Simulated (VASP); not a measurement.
# Zn (Im-3m) in VASP: settings compared

Aim: see how the results for Zn move with the level of theory and the settings. Levels: r2SCAN, r2SCAN0. Tasks: relaxation of cell and atoms, single point.

All numbers are computed with VASP 6.6.1; they aren't measurements. Logs are shortened: lines on timing, memory, paths and dates and some standing lists are left out, and cuts for length are marked.

### 1 The cell of the first run

It takes space group Im-3m (No. 229, cubic). Conventional cell: a = 3.122 Å, b = 3.122 Å, c = 3.122 Å, α = 90.00°, β = 90.00°, γ = 90.00°. Within 3.6 Å of Zn (site symmetry m-3m) lie 14 Zn at 2.70 to 3.12 Å.

### 2 Relaxation of cell and atoms, r2SCAN

Contents of POSCAR:

```
Zn
1.0
   -1.5608515766      1.5608515766      1.5608515766
    1.5608515766     -1.5608515766      1.5608515766
    1.5608515766      1.5608515766     -1.5608515766
Zn
1
Direct
    0.0000000000      0.0000000000      0.0000000000
```

Contents of INCAR.step1:

```
SYSTEM = Zn
  ALGO = Normal
  EDIFF = 1E-4
  ENCUT = 600
  GGA = PE
  ISMEAR = -1
  LASPH = .TRUE.
  LCHARG = .FALSE.
  LREAL = .FALSE.
  LWAVE = .TRUE.
  NELM = 100
  PREC = Accurate
  SIGMA = 0.1
```

Contents of INCAR.step2:

```
SYSTEM = Zn
  ALGO = Normal
  EDIFF = 1E-6
  EDIFFG = -0.01
  ENCUT = 600
  IBRION = 2
  ISIF = 3
  ISMEAR = -1
  ISTART = 1
  LASPH = .TRUE.
  LCHARG = .FALSE.
  LMIXTAU = .TRUE.
  LREAL = .FALSE.
  LWAVE = .FALSE.
  METAGGA = R2SCAN
  NELM = 100
  NSW = 80
  PREC = Accurate
  SIGMA = 0.1
```

Contents of KPOINTS:

```
k-points
0
G
  14 14 14
  0 0 0
```

Potentials or basis: VASP PAW PBE potentials, release 64 (Zn).

Started as:

```sh
> cat potpaw_PBE.64/Zn/POTCAR > POTCAR
> cp INCAR.step1 INCAR
> mpirun -np 1 vasp_std > vasp.out
> cp INCAR.step2 INCAR
> mpirun -np 1 vasp_std > vasp.out
```

OUTCAR:

```text
SYSTEM = Zn
   EDIFF = 1E-6
   EDIFFG = -0.01
   ENCUT = 600
   IBRION = 2
   ISIF = 3
   ISMEAR = -1
   ISTART = 1
   LASPH = .TRUE.
   LREAL = .FALSE.
   METAGGA = R2SCAN
   NELM = 100
   NSW = 80
   PREC = Accurate

 ion  position               nearest neighbor table
   1  0.000  0.000  0.000-

  LATTYP: Found a body centered cubic cell.
 ALAT       =     3.1217031532

  Lattice vectors:

 A1 = (  -1.5608515766,   1.5608515766,   1.5608515766)
 A2 = (   1.5608515766,  -1.5608515766,   1.5608515766)
 A3 = (   1.5608515766,   1.5608515766,  -1.5608515766)

Analysis of symmetry for initial positions (statically):
=====================================================================
 Subroutine PRICEL returns:
 Original cell was already a primitive cell.

 Routine SETGRP: Setting up the symmetry group for a
 body centered cubic supercell.

 Subroutine GETGRP returns: Found 48 space group operations
 (whereof 48 operations were pure point group operations)
 out of a pool of 48 trial point group operations.

The static configuration has the point symmetry O_h .

Analysis of symmetry for dynamics (positions and initial velocities):
=====================================================================
 Subroutine PRICEL returns:
 Original cell was already a primitive cell.

 Routine SETGRP: Setting up the symmetry group for a
 body centered cubic supercell.

 Subroutine GETGRP returns: Found 48 space group operations
 (whereof 48 operations were pure point group operations)
 out of a pool of 48 trial point group operations.

The dynamic configuration has the point symmetry O_h .

 Subroutine INISYM returns: Found 48 space group operations
 (whereof 48 operations are pure point group operations),
 and found     1 'primitive' translations

----------------------------------------------------------------------------------------

                                     Primitive cell

  volume of cell :      15.2105

  direct lattice vectors                    reciprocal lattice vectors
    -1.560851577  1.560851577  1.560851577     0.000000000  0.320337954  0.320337954
     1.560851577 -1.560851577  1.560851577     0.320337954  0.000000000  0.320337954
     1.560851577  1.560851577 -1.560851577     0.320337954  0.320337954  0.000000000

  length of vectors
     2.703474234  2.703474234  2.703474234     0.453026279  0.453026279  0.453026279

  position of ions in fractional coordinates (direct lattice)
     0.000000000  0.000000000  0.000000000

  ion indices of the primitive-cell ions
   primitive index   ion index
                 1           1

----------------------------------------------------------------------------------------

 KPOINTS: k-points

Automatic generation of k-mesh.
 Grid dimensions read from file:
 generate k-points for:   14   14   14

 Generating k-lattice:

  Cartesian coordinates                     Fractional coordinates (reciprocal lattice)
     0.000000000  0.022881282  0.022881282     0.071428571  0.000000000  0.000000000
     0.022881282  0.000000000  0.022881282     0.000000000  0.071428571  0.000000000
     0.022881282  0.022881282  0.000000000     0.000000000  0.000000000  0.071428571

  Length of vectors
     0.032359020  0.032359020  0.032359020

  Shift w.r.t. Gamma in fractional coordinates (k-lattice)
     0.000000000  0.000000000  0.000000000

 Subroutine IBZKPT returns following result:
 ===========================================

 Found    104 irreducible k-points:

 Following reciprocal coordinates:
            Coordinates               Weight
  0.000000  0.000000  0.000000      1.000000
  0.071429  0.000000  0.000000     12.000000
  0.142857  0.000000  0.000000     12.000000
  0.214286  0.000000  0.000000     12.000000
  0.285714  0.000000  0.000000     12.000000
  0.357143  0.000000  0.000000     12.000000
[... 16 lines left out ...]
  0.285714  0.285714  0.000000     24.000000
  0.357143  0.285714  0.000000     24.000000
 [... further k-points ...]
   k-points           NKPTS =    104   k-points in BZ     NKDIM =    104   number of bands    NBANDS=     10
   number of dos      NEDOS =    301   number of ions     NIONS =      1
   total plane-waves  NPLWV =  13824
   dimension x,y,z NGX =    24 NGY =   24 NGZ =   24
   dimension x,y,z NGXF=    48 NGYF=   48 NGZF=   48
   ions per type =               1
   NGX,Y,Z   is equivalent  to a cutoff of  14.76, 14.76, 14.76 a.u.
   NGXF,Y,Z  is equivalent  to a cutoff of  29.52, 29.52, 29.52 a.u.
 SYSTEM =  Zn
   PREC   = accura    normal or accurate (medium, high low for compatibility)
   ISTART =      1    job   : 0-new  1-cont  2-samecut
   ICHARG =      0    charge: 1-file 2-atom 10-const
   ISPIN  =      1    spin polarized calculation?
   LNONCOLLINEAR =      F non collinear calculations
   LSORBIT =      F    spin-orbit coupling
   LASPH  =      T    aspherical Exc in radial PAW
   ENCUT  =  600.0 eV  44.10 Ry    6.64 a.u.   5.40  5.40  5.40*2*pi/ulx,y,z
   NELM   =    100;   NELMIN=  2; NELMDL=  0     # of ELM steps
   EDIFF  = 0.1E-05   stopping-criterion for ELM
   LREAL  =      F    real-space projection
   EDIFFG = -.1E-01   stopping-criterion for IOM
   NSW    =     80    number of steps for IOM
   IBRION =      2    ionic relax: 0-MD 1-quasi-New 2-CG
   NFREE  =      1    steps in history (QN), initial steepest desc. (CG)
   ISIF   =      3    stress and relaxation
   ISYM   =      2    0-nonsym 1-usesym 2-fastsym
   POTIM  = 0.5000    time-step for ionic-motion
   TEBEG  =    0.0;   TEEND  =   0.0 temperature during run
   PSTRESS=    0.0 pullay stress
   NELECT =      12.0000    total number of electrons
   NUPDOWN=      -1.0000    fix difference up-down
   EMIN   =  10.00;   EMAX   =-10.00  energy-range for DOS
   EFERMI =   0.00;   METHOD = LEGACY
   ISMEAR =    -1;   SIGMA  =   0.10  broadening in eV -4-tet -1-fermi 0-gaus
   EFERMI_NEDOS =   21; number of points for ismear=-14 and -15
   IALGO  =     38    algorithm
   IMIX   =      4    mixing-type and parameters
     AMIX     =   0.40;   BMIX     =  1.00
     AMIX_MAG =   1.60;   BMIX_MAG =  1.00
  volume/ion in A,a.u.               =      15.21       102.65
  Fermi-wavevector in a.u.,A,eV,Ry     =   1.512703  2.858594 31.133805  2.288270
  Thomas-Fermi vector in A             =   2.622592
   LORBIT       =      0    0 simple, 1 ext, 2 COOP (PROOUT), +10 PAW based schemes
   METAGGA = R2SCAN    functional components
   LHFCALC =     F    Hartree Fock is set to
   AEXX    =    0.0000 exact exchange contribution
   IVDW    =     0    specifies the selected vdW correction
   LEPSILON=     F    determine dielectric tensor
   LRPA    =     F    only Hartree local field effects (RPA)
 conjugate gradient relaxation of ions
 non-spin polarized calculation
  energy-cutoff  :      600.00
  volume of cell :       15.21
 maximum number of plane-waves:       531
 NGX is ok and might be reduce to    24
   NGX = 11   NGY = 11   NGZ = 11

--------------------------------------- Ionic step        1  -------------------------------------------

 number of electron      11.9999991 magnetization

 Free energy of the ion-electron system (eV)
  ---------------------------------------------------
  ext. energy  EPLUGINS =         0.00000000
  ---------------------------------------------------
  free energy    TOTEN  =        -8.79628144 eV

  energy without entropy =       -8.78617546  energy(sigma->0) =       -8.79122845

------------------------ aborting loop because EDIFF is reached ----------------------------------------

  FORCE on cell =-STRESS in cart. coord.  units (eV):
  Direction    XX          YY          ZZ          XY          YZ          ZX
  --------------------------------------------------------------------------------------
  -------------------------------------------------------------------------------------
  Total       -0.3528117     -0.3528117     -0.3528117      0.0000000     -0.0000000     -0.0000000
  in kB      -37.1628265    -37.1628265    -37.1628265      0.0000000     -0.0000000     -0.0000000
  external PRESSURE =     -37.1628265 kB  Pullay stress =       0.0000000 kB
[... 55 lines left out ...]
  energy  without entropy=       -8.7965068288  energy(sigma->0) =       -8.80132095

--------------------------------------- Ionic step        3  -------------------------------------------

 number of electron      12.0000003 magnetization

 Free energy of the ion-electron system (eV)
  ---------------------------------------------------
  ext. energy  EPLUGINS =         0.00000000
  ---------------------------------------------------
  free energy    TOTEN  =        -8.80612320 eV

  energy without entropy =       -8.79649017  energy(sigma->0) =       -8.80130669

 E-fermi :   3.5832     XC(G=0): -12.9885

 val. band max:        3.5804096591   @ k =   0.3571   0.1429   0.1429
 cond. band min:       3.5958371838   @ k =  -0.4286   0.5000   0.0714
 fundamental gap:      0.0154275247
 Fermi energy:         3.5832376562

 k-point     1 :       0.0000    0.0000    0.0000
  band No.  band energies     occupation
      1      -7.9413      2.00000
      2      -4.8235      2.00000
      3      -4.8233      2.00000
      4      -4.8233      2.00000
      5      -4.2615      2.00000
      6      -4.2615      2.00000
      7      24.7634      0.00000
      8      24.7634      0.00000
      9      24.7634      0.00000
     10      25.7507      0.00000
[... 287 lines left out ...]
 k-point    24 :       0.3571    0.2857    0.0000
  band No.  band energies     occupation
      1      -5.2414      2.00000
      2      -4.9384      2.00000
      3      -4.7402      2.00000
      4      -4.2456      2.00000
      5      -4.1768      2.00000
      6       3.2513      1.93020
      7       4.0567      0.01742
      8       6.1571      0.00000
      9      15.5284      0.00000
     10      25.5519      0.00000

 [... further k-points ...]
[... 5 lines left out ...]
  --------------------------------------------------------------------------------------
  -------------------------------------------------------------------------------------
  Total       -0.0068964     -0.0068964     -0.0068964      0.0000000      0.0000000      0.0000000
  in kB       -0.7639948     -0.7639948     -0.7639948      0.0000000      0.0000000      0.0000000
  external PRESSURE =      -0.7639948 kB  Pullay stress =       0.0000000 kB
[... 16 lines left out ...]
  FREE ENERGIE OF THE ION-ELECTRON SYSTEM (eV)
  ---------------------------------------------------
  free  energy   TOTEN  =        -8.8061231971 eV

  energy  without entropy=       -8.7964901749  energy(sigma->0) =       -8.80130669

 reached required accuracy - stopping structural energy minimisation
```

It took 95 s on 1 thread of Intel Xeon 6975P-C, shared host; peak memory 0.16 GiB.

Results:

| Quantity | Value |
| --- | --- |
| Free energy | -8.8061 eV |
| Relaxed volume | 14.46 Å³/atom |
| Relaxed cell | a = 2.658 Å, b = 2.658 Å, c = 2.658 Å, α = 109.47°, β = 109.47°, γ = 109.47° |
| Space group after relaxing (to 0.05 Å) | Im-3m (No. 229) |
| Energy gained by relaxing | 9.8 meV/atom |
| Ionic steps | 3 |
| Pressure after relaxing | -0.1 GPa |
| Band gap on the k mesh | zero (band 6 reaches 8.04 eV, above the bottom of band 7 at 2.64 eV) |

Step by step:
```
step  energy change (eV)  largest force (eV/Å)  pressure (GPa)  volume (Å³)
   1              0.0000                0.0000           -3.72        15.21
   2             -0.0099                0.0000            0.11        14.45
   3             -0.0098                0.0000           -0.08        14.46
```

Final structure:
```yaml
crystal:
  lattice:
    - [-1.53483, 1.53483, 1.53483]
    - [1.53483, -1.53483, 1.53483]
    - [1.53483, 1.53483, -1.53483]
  atoms:
    - { symbol: Zn, position: [0.00000, 0.00000, 0.00000] }
```

Levels at points of the mesh, in eV from the Fermi level:
| k point | band 4 | band 5 | band 6 | band 7 | band 8 | band 9 |
| --- | --- | --- | --- | --- | --- | --- |
| (0.00, 0.00, 0.00) | -8.41 | -7.84 | -7.84 | 21.18 | 21.18 | 21.18 |
| (0.50, 0.00, 0.00) | -7.81 | -7.46 | -3.26 | -0.94 | 12.46 | 13.71 |
| (0.50, 0.50, 0.50) | -7.55 | -7.55 | 4.45 | 4.45 | 4.45 | 8.82 |

Caveat: the PAW data sets were made with another functional, which shifts forces and pressure a little.

### 3 Single point, r2SCAN0

This run uses another cell than the first one, of 14.43 Å³/atom, 0.949 times its volume.

Contents of POSCAR:

```
Zn
1.0
   -1.5336721756      1.5336721756      1.5336721756
    1.5336721756     -1.5336721756      1.5336721756
    1.5336721756      1.5336721756     -1.5336721756
Zn
1
Direct
    0.0000000000      0.0000000000      0.0000000000
```

Contents of INCAR.step1:

```
ALGO     = Normal         # electronic algorithm
EDIFF    = 1E-5           # SCF threshold, eV
ENCUT    = 520            # plane-wave cutoff, eV
GGA      = PE             # functional
ISIF     = 2              # what is computed and relaxed
ISMEAR   = -1             # smearing method
LASPH    = True           # aspherical terms in the spheres
LCHARG   = False          # write CHGCAR
LREAL    = False          # projectors in reciprocal space
LWAVE    = True           # write WAVECAR
NBANDS   = 12             # bands
NELM     = 100            # most SCF steps
PREC     = Accurate       # precision mode
SIGMA    = 0.1            # smearing width, eV
```

Contents of INCAR.step2:

```
AEXX     = 0.25           # exact-exchange fraction
ALGO     = Normal         # electronic algorithm
EDIFF    = 1E-7           # SCF threshold, eV
ENCUT    = 520            # plane-wave cutoff, eV
ISIF     = 2              # what is computed and relaxed
ISMEAR   = -1             # smearing method
ISTART   = 1            
LASPH    = True           # aspherical terms in the spheres
LCHARG   = False          # write CHGCAR
LHFCALC  = True           # exact exchange
LMIXTAU  = True         
LREAL    = False          # projectors in reciprocal space
LWAVE    = False          # write WAVECAR
METAGGA  = R2SCAN         # meta-GGA
NBANDS   = 12             # bands
NELM     = 100            # most SCF steps
PREC     = Accurate       # precision mode
PRECFOCK = Normal       
SIGMA    = 0.1            # smearing width, eV
```

Contents of KPOINTS:

```
k-points
0
Gamma
  7 7 7
```

Potentials or basis: VASP PAW PBE potentials, release 64 (Zn).

Started as:

```sh
> cat potpaw_PBE.64/Zn/POTCAR > POTCAR
> cp INCAR.step1 INCAR
> mpirun -np 1 vasp_std > vasp.out
> cp INCAR.step2 INCAR
> mpirun -np 1 vasp_std > vasp.out
```

It took 35 min on 1 thread of Intel Xeon 8259CL, shared host; peak memory 0.14 GiB.

It converged, with:

| Item | Value |
| --- | --- |
| Free energy | -7.2609 eV |
| Pressure | 1.2 GPa |
| Band gap on the k mesh | zero (band 6 reaches 6.40 eV, above the bottom of band 7 at 2.79 eV) |

Levels at points of the mesh, in eV from the Fermi level:
| k point | band 2 | band 3 | band 4 | band 5 | band 6 | band 7 | band 8 | band 9 | band 10 | band 11 |
| --- | --- | --- | --- | --- | --- | --- | --- | --- | --- | --- |
| (0.00, 0.00, 0.00) | -10.44 | -10.44 | -10.44 | -9.89 | -9.89 | 23.42 | 23.42 | 23.42 | 23.81 | 23.81 |

Caveat: the k points lie up to 0.41 Å⁻¹ apart; the PAW data sets were made with another functional, which shifts forces and pressure a little.

### 4 Single point, r2SCAN

This run uses another cell than the first one, of 14.43 Å³/atom, 0.949 times its volume.

POSCAR is that of step 3.

Contents of INCAR.step1:

```
SYSTEM = Zn
PREC = Accurate
ENCUT = 550
ISMEAR = -1
SIGMA = 0.1
LREAL = .False.
LASPH = .True.
NELM = 120
NBANDS = 12
GGA = PE
ALGO = Normal
EDIFF = 1E-5
LWAVE = .True.
LCHARG = .False.
GGA_COMPAT = .False.
```

Contents of INCAR.step2:

```
SYSTEM = Zn
PREC = Accurate
ENCUT = 550
EDIFF = 1E-6
ISMEAR = -1
SIGMA = 0.1
LREAL = .False.
LASPH = .True.
NELM = 120
ALGO = Normal
ISIF = 2
LWAVE = .False.
LCHARG = .False.
METAGGA = R2SCAN
LMIXTAU = .True.
NBANDS = 12
ISTART = 1
GGA_COMPAT = .False.
```

Contents of KPOINTS:

```
Automatic mesh
0
Gamma
  7 7 7
  0 0 0
```

Started as:

```sh
> cat potpaw_PBE.64/Zn/POTCAR > POTCAR
> cp INCAR.step1 INCAR
> mpirun -np 1 vasp_std > vasp.out
> cp INCAR.step2 INCAR
> mpirun -np 1 vasp_std > vasp.out
```

Run time: 16 s. Hardware: 1 thread of AMD EPYC 7R43 (Zen 3), shared host; peak memory 0.09 GiB.

Results (log left out):

* Free energy: -8.8483 eV
* Pressure: -0.2 GPa
* Band gap on the k mesh: zero (band 6 reaches 5.91 eV, above the bottom of band 7 at 2.99 eV)

Levels at points of the mesh, in eV from the Fermi level:
```tsv
k point	band 2	band 3	band 4	band 5	band 6	band 7	band 8	band 9	band 10	band 11
(0.00, 0.00, 0.00)	-8.10	-8.10	-8.10	-7.53	-7.53	21.54	21.54	21.54	22.50	22.50
```

Caveat: the k points lie up to 0.41 Å⁻¹ apart; the PAW data sets were made with another functional, which shifts forces and pressure a little.

### 5 Overview

```csv
task,level,cell,k mesh,cutoff (eV),grid for exact exchange (PRECFOCK),gap on the mesh (eV),pressure (GPa)
relaxation of cell and atoms,r2SCAN,"relaxed from a = 2.703 Å, angles 109.5°, 1 atom",14 × 14 × 14,600,-,none,-0.1
single point,r2SCAN0,"a = 2.656 Å, angles 109.5°, 1 atom",7 × 7 × 7,520,Normal,none,1.2
single point,r2SCAN,"a = 2.656 Å, angles 109.5°, 1 atom",7 × 7 × 7,550,-,none,-0.2
```

Alike in all rows: potentials or basis VASP PAW PBE potentials, release 64 (Zn); no spin polarisation; smearing fermi-dirac 0.1 eV.

Caveats: some runs use coarse meshes; the PAW data sets were made with another functional, which shifts forces and pressure a little.

Absolute energies hang on the potentials; compare differences alone.
